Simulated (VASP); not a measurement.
# RbBr (P4/mmm) in VASP: further runs

Aim: see how the results for RbBr move with the level of theory and the settings. Levels: r2SCAN, HSE06. Tasks: single point.

Program: VASP 6.6.1. These are calculated values, not measurements. Logs are shortened: lines on timing, memory, paths and dates and some standing lists are left out, and cuts for length are marked.

### Step 1. The cell of the first run

The structure is tetragonal, space group P4/mmm (No. 123). The conventional cell has a = 4.128 Å, b = 4.128 Å, c = 4.093 Å, α = 90.00°, β = 90.00°, γ = 90.00°. Rb (site symmetry 4/mmm) has 8 Br at 3.56 Å and 6 Rb at 4.09 to 4.13 Å within 4.7 Å. Br (site symmetry 4/mmm) has 8 Rb at 3.56 Å and 6 Br at 4.09 to 4.13 Å within 4.7 Å.

### Step 2. Single point, r2SCAN (uniaxial z strain -0.8%)

Contents of POSCAR:

```
RbBr
1.0
    4.1279266522      0.0000000000      0.0000000000
    0.0000000000      4.1279266522      0.0000000000
    0.0000000000      0.0000000000      4.0932520683
Rb Br
1 1
Direct
    0.0000000000      0.0000000000      0.0000000000
    0.5000000000      0.5000000000      0.5000000000
```

Contents of INCAR.step1:

```
  PREC = Accurate
  ENCUT = 550
  ISMEAR = 0
  SIGMA = 0.01
  LREAL = False
  LASPH = True
  NELM = 120
  NBANDS = 15
  GGA = PE
  ALGO = Normal
  EDIFF = 1E-5
  LWAVE = True
  LCHARG = False
  GGA_COMPAT = False
```

Contents of INCAR.step2:

```
  PREC = Accurate
  ENCUT = 550
  EDIFF = 1E-6
  ISMEAR = 0
  SIGMA = 0.01
  LREAL = False
  LASPH = True
  NELM = 120
  ALGO = Normal
  ISIF = 2
  LWAVE = False
  LCHARG = False
  METAGGA = R2SCAN
  LMIXTAU = True
  NBANDS = 15
  ISTART = 1
  GGA_COMPAT = False
```

Contents of KPOINTS:

```
Automatic mesh
0
Gamma
  6 6 6
```

Potentials or basis: VASP PAW PBE potentials, release 64 (Rb_sv, Br).

On the command line:

```sh
$ cat potpaw_PBE.64/Rb_sv/POTCAR potpaw_PBE.64/Br/POTCAR > POTCAR
$ cp INCAR.step1 INCAR
$ mpirun -np 1 vasp_std > vasp.out
$ cp INCAR.step2 INCAR
$ mpirun -np 1 vasp_std > vasp.out
```

OUTCAR:

```text
PREC = Accurate
   ENCUT = 550
   EDIFF = 1E-6
   ISMEAR = 0
   LREAL = False
   LASPH = True
   NELM = 120
   ISIF = 2
   METAGGA = R2SCAN
   ISTART = 1

 ion  position               nearest neighbor table
   1  0.000  0.000  0.000-   2 3.56   2 3.56   2 3.56   2 3.56   2 3.56   2 3.56   2 3.56   2 3.56

   2  0.500  0.500  0.500-   1 3.56   1 3.56   1 3.56   1 3.56   1 3.56   1 3.56   1 3.56   1 3.56

  LATTYP: Found a simple tetragonal cell.
 ALAT       =     4.1279266522
 C/A-ratio  =     0.9916000000

  Lattice vectors:

 A1 = (   4.1279266522,   0.0000000000,   0.0000000000)
 A2 = (   0.0000000000,   4.1279266522,   0.0000000000)
 A3 = (   0.0000000000,   0.0000000000,   4.0932520683)

Analysis of symmetry for initial positions (statically):
=====================================================================
 Subroutine PRICEL returns:
 Original cell was already a primitive cell.

 Routine SETGRP: Setting up the symmetry group for a
 simple tetragonal supercell.

 Subroutine GETGRP returns: Found 16 space group operations
 (whereof 16 operations were pure point group operations)
 out of a pool of 16 trial point group operations.

The static configuration has the point symmetry D_4h.

Analysis of symmetry for dynamics (positions and initial velocities):
=====================================================================
 Subroutine PRICEL returns:
 Original cell was already a primitive cell.

 Routine SETGRP: Setting up the symmetry group for a
 simple tetragonal supercell.

 Subroutine GETGRP returns: Found 16 space group operations
 (whereof 16 operations were pure point group operations)
 out of a pool of 16 trial point group operations.

The dynamic configuration has the point symmetry D_4h.

 Subroutine INISYM returns: Found 16 space group operations
 (whereof 16 operations are pure point group operations),
 and found     1 'primitive' translations

----------------------------------------------------------------------------------------

                                     Primitive cell

  volume of cell :      69.7481

  direct lattice vectors                    reciprocal lattice vectors
     4.127926652  0.000000000  0.000000000     0.242252366  0.000000000  0.000000000
     0.000000000  4.127926652  0.000000000     0.000000000  0.242252366  0.000000000
     0.000000000  0.000000000  4.093252068     0.000000000  0.000000000  0.244304524

  length of vectors
     4.127926652  4.127926652  4.093252068     0.242252366  0.242252366  0.244304524

  position of ions in fractional coordinates (direct lattice)
     0.000000000  0.000000000  0.000000000
     0.500000000  0.500000000  0.500000000

  ion indices of the primitive-cell ions
   primitive index   ion index
                 1           1
                 2           2

----------------------------------------------------------------------------------------

 KPOINTS: Automatic mesh

Automatic generation of k-mesh.
 Grid dimensions read from file:
 generate k-points for:    6    6    6

 Generating k-lattice:

  Cartesian coordinates                     Fractional coordinates (reciprocal lattice)
     0.040375394  0.000000000  0.000000000     0.166666667  0.000000000  0.000000000
     0.000000000  0.040375394  0.000000000     0.000000000  0.166666667  0.000000000
     0.000000000  0.000000000  0.040717421     0.000000000  0.000000000  0.166666667

  Length of vectors
     0.040375394  0.040375394  0.040717421

  Shift w.r.t. Gamma in fractional coordinates (k-lattice)
     0.000000000  0.000000000  0.000000000

 Subroutine IBZKPT returns following result:
 ===========================================

 Found     40 irreducible k-points:

 Following reciprocal coordinates:
            Coordinates               Weight
  0.000000  0.000000  0.000000      1.000000
  0.166667  0.000000  0.000000      4.000000
  0.333333  0.000000  0.000000      4.000000
  0.500000  0.000000  0.000000      2.000000
  0.166667  0.166667  0.000000      4.000000
  0.333333  0.166667  0.000000      8.000000
[... 16 lines left out ...]
  0.333333  0.000000  0.333333      8.000000
  0.500000  0.000000  0.333333      4.000000
 [... further k-points ...]
   k-points           NKPTS =     40   k-points in BZ     NKDIM =     40   number of bands    NBANDS=     15
   number of dos      NEDOS =    301   number of ions     NIONS =      2
   total plane-waves  NPLWV =  32768
   dimension x,y,z NGX =    32 NGY =   32 NGZ =   32
   dimension x,y,z NGXF=    64 NGYF=   64 NGZF=   64
   ions per type =               1   1
   NGX,Y,Z   is equivalent  to a cutoff of  12.89, 12.89, 13.00 a.u.
   NGXF,Y,Z  is equivalent  to a cutoff of  25.78, 25.78, 25.99 a.u.
 SYSTEM =  unknown system
   PREC   = accura    normal or accurate (medium, high low for compatibility)
   ISTART =      1    job   : 0-new  1-cont  2-samecut
   ICHARG =      0    charge: 1-file 2-atom 10-const
   ISPIN  =      1    spin polarized calculation?
   LNONCOLLINEAR =      F non collinear calculations
   LSORBIT =      F    spin-orbit coupling
   LASPH  =      T    aspherical Exc in radial PAW
   ENCUT  =  550.0 eV  40.42 Ry    6.36 a.u.   7.89  7.89  7.83*2*pi/ulx,y,z
   NELM   =    120;   NELMIN=  2; NELMDL=  0     # of ELM steps
   EDIFF  = 0.1E-05   stopping-criterion for ELM
   LREAL  =      F    real-space projection
   EDIFFG = 0.1E-04   stopping-criterion for IOM
   NSW    =      0    number of steps for IOM
   IBRION =     -1    ionic relax: 0-MD 1-quasi-New 2-CG
   NFREE  =      0    steps in history (QN), initial steepest desc. (CG)
   ISIF   =      2    stress and relaxation
   ISYM   =      2    0-nonsym 1-usesym 2-fastsym
   POTIM  = 0.5000    time-step for ionic-motion
   TEBEG  =    0.0;   TEEND  =   0.0 temperature during run
   PSTRESS=    0.0 pullay stress
   NELECT =      16.0000    total number of electrons
   NUPDOWN=      -1.0000    fix difference up-down
   EMIN   =  10.00;   EMAX   =-10.00  energy-range for DOS
   EFERMI =   0.00;   METHOD = LEGACY
   ISMEAR =     0;   SIGMA  =   0.01  broadening in eV -4-tet -1-fermi 0-gaus
   EFERMI_NEDOS =   21; number of points for ismear=-14 and -15
   IALGO  =     38    algorithm
   IMIX   =      4    mixing-type and parameters
     AMIX     =   0.40;   BMIX     =  1.00
     AMIX_MAG =   1.60;   BMIX_MAG =  1.00
  volume/ion in A,a.u.               =      34.87       235.34
  Fermi-wavevector in a.u.,A,eV,Ry     =   1.002161  1.893809 13.664684  1.004326
  Thomas-Fermi vector in A             =   2.134630
   LORBIT       =      0    0 simple, 1 ext, 2 COOP (PROOUT), +10 PAW based schemes
   METAGGA = R2SCAN    functional components
   LHFCALC =     F    Hartree Fock is set to
   AEXX    =    0.0000 exact exchange contribution
   IVDW    =     0    specifies the selected vdW correction
   LEPSILON=     F    determine dielectric tensor
   LRPA    =     F    only Hartree local field effects (RPA)
 non-spin polarized calculation
 Gauss-broadening in eV      SIGMA  =   0.01
  energy-cutoff  :      550.00
  volume of cell :       69.75
 maximum number of plane-waves:      2055
 NGX is ok and might be reduce to    32
   NGX = 15   NGY = 15   NGZ = 15

 number of electron      16.0000002 magnetization

 Free energy of the ion-electron system (eV)
  ---------------------------------------------------
  ext. energy  EPLUGINS =         0.00000000
  ---------------------------------------------------
  free energy    TOTEN  =       -31.10985390 eV

  energy without entropy =      -31.10985390  energy(sigma->0) =      -31.10985390

 E-fermi :  -0.8989     XC(G=0):  -8.3584

 val. band max:       -0.9906723581   @ k =   0.5000   0.5000   0.0000
 cond. band min:       3.8417982240   @ k =   0.0000   0.0000   0.0000
 fundamental gap:      4.8324705820
 Fermi energy:        -0.8989410573

 k-point     1 :       0.0000    0.0000    0.0000
  band No.  band energies     occupation
      1     -26.8944      2.00000
      2     -14.0852      2.00000
      3     -10.3326      2.00000
      4     -10.3326      2.00000
      5     -10.3260      2.00000
      6      -1.1854      2.00000
      7      -1.1854      2.00000
      8      -1.1410      2.00000
      9       3.8418      0.00000
     10       5.0740      0.00000
     11       5.1107      0.00000
     12       9.6758      0.00000
     13       9.7500      0.00000
     14       9.7500      0.00000
     15      12.3456      0.00000

 k-point     2 :       0.1667    0.0000    0.0000
  band No.  band energies     occupation
      1     -26.8892      2.00000
      2     -14.0836      2.00000
      3     -10.3655      2.00000
      4     -10.3206      2.00000
      5     -10.3144      2.00000
      6      -1.6662      2.00000
      7      -1.2043      2.00000
      8      -1.1579      2.00000
      9       4.4892      0.00000
     10       5.3162      0.00000
     11       5.6981      0.00000
     12       9.5554      0.00000
     13       9.6197      0.00000
     14       9.9115      0.00000
     15      11.0847      0.00000

 k-point     3 :       0.3333    0.0000    0.0000
  band No.  band energies     occupation
      1     -26.8787      2.00000
      2     -14.0823      2.00000
      3     -10.4228      2.00000
      4     -10.2965      2.00000
      5     -10.2908      2.00000
      6      -2.4200      2.00000
      7      -1.2437      2.00000
      8      -1.1933      2.00000
      9       5.8132      0.00000
     10       5.9177      0.00000
     11       6.9676      0.00000
     12       9.3029      0.00000
     13       9.5167      0.00000
     14       9.5573      0.00000
     15      10.3136      0.00000
[... 343 lines left out ...]
 k-point    23 :       0.3333    0.0000    0.3333
  band No.  band energies     occupation
      1     -26.8626      2.00000
      2     -13.9701      2.00000
      3     -10.5690      2.00000
      4     -10.4780      2.00000
      5     -10.2673      2.00000
      6      -2.1568      2.00000
      7      -1.9095      2.00000
      8      -1.1281      2.00000
      9       5.5685      0.00000
     10       6.2045      0.00000
     11       8.0150      0.00000
     12       8.4657      0.00000
     13       8.6915      0.00000
     14       9.0805      0.00000
     15      10.7633      0.00000

 k-point    24 :       0.5000    0.0000    0.3333
  band No.  band energies     occupation
      1     -26.8577      2.00000
      2     -13.9336      2.00000
      3     -10.5845      2.00000
      4     -10.5662      2.00000
      5     -10.2581      2.00000
      6      -2.2506      2.00000
      7      -1.9087      2.00000
      8      -1.0909      2.00000
      9       5.3499      0.00000
     10       6.1296      0.00000
     11       7.9781      0.00000
     12       8.0373      0.00000
     13       8.9090      0.00000
     14      10.0708      0.00000
     15      11.3491      0.00000

 [... further k-points ...]
[... 5 lines left out ...]
  --------------------------------------------------------------------------------------
  -------------------------------------------------------------------------------------
  Total        0.0383325      0.0383325      0.1522390      0.0000000      0.0000000      0.0000000
  in kB        0.8805327      0.8805327      3.4970672      0.0000000      0.0000000      0.0000000
  external PRESSURE =       1.7527109 kB  Pullay stress =       0.0000000 kB

 VOLUME and BASIS-vectors are now :
 -----------------------------------------------------------------------------
  energy-cutoff  :      550.00
  volume of cell :       69.75
      direct lattice vectors                 reciprocal lattice vectors
     4.127926652  0.000000000  0.000000000     0.242252366  0.000000000  0.000000000
     0.000000000  4.127926652  0.000000000     0.000000000  0.242252366  0.000000000
     0.000000000  0.000000000  4.093252068     0.000000000  0.000000000  0.244304524

 POSITION                                       TOTAL-FORCE (eV/Angst)
 -----------------------------------------------------------------------------------
      0.00000      0.00000      0.00000         0.000000      0.000000      0.000000
      2.06396      2.06396      2.04663         0.000000      0.000000      0.000000
 -----------------------------------------------------------------------------------
    total drift:                                0.000000      0.000000     -0.000000

  FREE ENERGIE OF THE ION-ELECTRON SYSTEM (eV)
  ---------------------------------------------------
  free  energy   TOTEN  =       -31.1098538988 eV

  energy  without entropy=      -31.1098538988  energy(sigma->0) =      -31.10985390
```

It took 73 s on 1 thread of AMD EPYC 9R45 (Zen 5), shared host; peak memory 0.18 GiB.

Results:

| Item | Value |
| --- | --- |
| Free energy | -31.1099 eV |
| Pressure | 0.2 GPa |
| Band gap on the k mesh | 4.83 eV (least direct gap 4.98 eV) |

Caveat: the cell differs from its parent crystal (uniaxial z strain -0.8%); the PAW data sets were made with another functional, which shifts forces and pressure a little. A k mesh can miss the band edges.

### Step 3. Single point, HSE06 (biaxial xy strain -3.1%)

Contents of POSCAR:

```
RbBr
1.0
    3.9983097553      0.0000000000      0.0000000000
    0.0000000000      3.9983097553      0.0000000000
    0.0000000000      0.0000000000      4.1279266522
Rb Br
1 1
Direct
    0.0000000000      0.0000000000      0.0000000000
    0.5000000000      0.5000000000      0.5000000000
```

Contents of INCAR.step1:

```
ALGO = Normal
EDIFF = 1E-5
ENCUT = 400
GGA = PE
GGA_COMPAT = F
ISIF = 2
ISMEAR = 0
LASPH = T
LCHARG = F
LREAL = F
LWAVE = T
NBANDS = 15
NELM = 120
PREC = Accurate
SIGMA = 0.01
```

Contents of INCAR.step2:

```
ALGO = Normal
EDIFF = 1E-6
ENCUT = 400
GGA = PE
GGA_COMPAT = F
HFSCREEN = 0.2079
ISIF = 2
ISMEAR = 0
ISTART = 1
LASPH = T
LCHARG = F
LHFCALC = T
LREAL = F
LWAVE = F
NBANDS = 15
NELM = 120
PREC = Accurate
PRECFOCK = Normal
SIGMA = 0.01
```

Contents of KPOINTS:

```
k-points
0
Gamma
  4 4 4
```

Potentials or basis: VASP PAW PBE potentials, release 64 (Rb_sv, Br).

On the command line:

```sh
$ cat potpaw_PBE.64/Rb_sv/POTCAR potpaw_PBE.64/Br/POTCAR > POTCAR
$ cp INCAR.step1 INCAR
$ mpirun -np 1 vasp_std > vasp.out
$ cp INCAR.step2 INCAR
$ mpirun -np 1 vasp_std > vasp.out
```

It took 3.7 min on 1 thread of AMD EPYC 9R45 (Zen 5), shared host; peak memory 0.24 GiB.

The run converged. Its results:

| Property | Result |
| --- | --- |
| Free energy | -6.9341 eV |
| Pressure | 1.7 GPa |
| Band gap on the k mesh | 5.44 eV (least direct gap 5.60 eV) |

Stress tensor (GPa, compression positive):
```
2.04 0.00 0.00
0.00 2.04 0.00
0.00 0.00 0.99
```

Levels at points of the mesh, in eV from the valence-band top:
```
           k point  band 5  band 6  band 7  band 8  band 9  band 10  band 11  band 12
(0.00, 0.00, 0.00)   -9.60   -0.33   -0.16   -0.16    5.44     6.57     6.70    11.43
(0.50, 0.00, 0.00)   -9.53   -2.06   -0.45   -0.24    8.15     8.59     9.37     9.88
(0.50, 0.50, 0.00)   -9.51   -1.28   -1.28   -0.15    6.51     7.29     9.06     9.06
(0.00, 0.00, 0.50)   -9.54   -2.03   -0.28   -0.28    8.08     8.56     9.13     9.92
(0.50, 0.00, 0.50)   -9.49   -1.31   -1.21    0.00    6.44     7.56     9.35     9.46
(0.50, 0.50, 0.50)   -9.83   -1.67   -1.67   -1.60    9.52     9.69     9.69    10.85
```

Caveat: the cell differs from its parent crystal (biaxial xy strain -3.1%); the PAW data sets were made with another functional, which shifts forces and pressure a little. A k mesh can miss the band edges.

### Step 4. Single point, HSE06 (uniaxial z strain -0.8%)

Contents of POSCAR:

```
RbBr
1.0
    4.1279266522      0.0000000000      0.0000000000
    0.0000000000      4.1279266522      0.0000000000
    0.0000000000      0.0000000000      4.0932520683
Rb Br
1 1
Direct
    0.0000000000      0.0000000000      0.0000000000
    0.5000000000      0.5000000000      0.5000000000
```

Contents of INCAR.step1:

```
PREC = Accurate
ENCUT = 400
EDIFF = 1E-5
ISMEAR = 0
SIGMA = 0.01
LREAL = False
LASPH = True
NELM = 120
ALGO = Normal
ISIF = 2
LWAVE = True
LCHARG = False
GGA = PE
NBANDS = 15
GGA_COMPAT = False
```

Contents of INCAR.step2:

```
PREC = Accurate
ENCUT = 400
EDIFF = 1E-6
ISMEAR = 0
SIGMA = 0.01
LREAL = False
LASPH = True
NELM = 120
ALGO = Normal
ISIF = 2
LWAVE = False
LCHARG = False
GGA = PE
LHFCALC = True
HFSCREEN = 0.2079
PRECFOCK = Normal
ISTART = 1
NBANDS = 15
GGA_COMPAT = False
```

Contents of KPOINTS:

```
regular mesh
0
Gamma
  4 4 4
```

On the command line:

```sh
$ cat potpaw_PBE.64/Rb_sv/POTCAR potpaw_PBE.64/Br/POTCAR > POTCAR
$ cp INCAR.step1 INCAR
$ mpirun -np 1 vasp_std > vasp.out
$ cp INCAR.step2 INCAR
$ mpirun -np 1 vasp_std > vasp.out
```

Run time: 5.4 min. Hardware: 1 thread of AMD EPYC 9R45 (Zen 5), shared host; peak memory 0.24 GiB.

Results (log left out):

```yaml
Free_energy: -6.9652 eV
Pressure: 0.6 GPa
Band_gap_on_the_k_mesh: 5.26 eV (least direct gap 5.42 eV)
```

Stress tensor (GPa, compression positive):
```
0.47 0.00 0.00
0.00 0.47 0.00
0.00 0.00 0.74
```

Levels at points of the mesh, in eV from the valence-band top:
| k point | band 5 | band 6 | band 7 | band 8 | band 9 | band 10 | band 11 | band 12 |
| --- | --- | --- | --- | --- | --- | --- | --- | --- |
| (0.00, 0.00, 0.00) | -9.65 | -0.21 | -0.21 | -0.16 | 5.26 | 6.71 | 6.75 | 11.35 |
| (0.50, 0.00, 0.00) | -9.60 | -1.85 | -0.29 | -0.23 | 8.14 | 8.33 | 8.96 | 9.91 |
| (0.50, 0.50, 0.00) | -9.57 | -1.16 | -1.16 | 0.00 | 6.46 | 7.49 | 9.33 | 9.33 |
| (0.00, 0.00, 0.50) | -9.60 | -1.86 | -0.27 | -0.27 | 8.16 | 8.34 | 9.02 | 9.89 |
| (0.50, 0.00, 0.50) | -9.57 | -1.18 | -1.16 | -0.04 | 6.48 | 7.42 | 9.23 | 9.26 |
| (0.50, 0.50, 0.50) | -9.88 | -1.48 | -1.46 | -1.46 | 9.44 | 9.44 | 9.48 | 10.79 |

Caveat: the cell differs from its parent crystal (uniaxial z strain -0.8%); the PAW data sets were made with another functional, which shifts forces and pressure a little. A k mesh can miss the band edges.

### Step 5. Summary

| level | cell | k mesh | cutoff (eV) | grid for exact exchange (PRECFOCK) | share of exact exchange | screening parameter | gap on the mesh (eV) | pressure (GPa) |
| --- | --- | --- | --- | --- | --- | --- | --- | --- |
| r2SCAN | a = 4.128, b = 4.128, c = 4.093 Å, 2 atoms | 6 × 6 × 6 | 550 | - | - | - | 4.83 | 0.2 |
| HSE06 | a = 3.998, b = 3.998, c = 4.128 Å, 2 atoms | 4 × 4 × 4 | 400 | Normal | 0.25 | 0.2079 1/Å | 5.44 | 1.7 |
| HSE06 | a = 4.128, b = 4.128, c = 4.093 Å, 2 atoms | 4 × 4 × 4 | 400 | Normal | 0.25 | 0.2079 1/Å | 5.26 | 0.6 |

Alike in all rows: task single point; potentials or basis VASP PAW PBE potentials, release 64 (Rb_sv, Br); no spin polarisation; smearing gaussian 0.01 eV.

Caveats: the PAW data sets were made with another functional, which shifts forces and pressure a little.

Absolute energies hang on the potentials; compare differences alone.
